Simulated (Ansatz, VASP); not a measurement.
Two plane-wave programs on Sn

```
Sn
1.0
     3.32969    0.00000    0.00000
    -1.66484    2.88360    0.00000
     0.00000    0.00000    5.54022
Sn
2
Direct
  0.33333 0.66667 0.25000
  0.66667 0.33333 0.75000
```

Alike in both runs: task single point; functional LDA; k mesh 12 × 12 × 7; occupations fermi-dirac, width 0.1 eV; no spin polarisation.

|  | VASP | Ansatz |
| --- | --- | --- |
| version | VASP 6.6.1 | Ansatz 0.2.0 |
| potentials or method | VASP PAW LDA potentials, release 64 (Sn_d), cutoff 520 eV | plane waves (420 eV) with PAW, scalar-relativistic |
| valence electrons in the cell | 28 | 28 |

```csv
,VASP,Ansatz,Ansatz less VASP
pressure (GPa),-2.1,-2.1,+0.03
"traceless stress, the component that is largest in VASP (GPa)",-0.83,-0.82,+0.015
```

Ansatz warns that its potentials were made for another functional, while VASP's fit it. LDA's correlation is that of Perdew and Zunger in VASP and of Perdew and Wang (1992) in Ansatz.
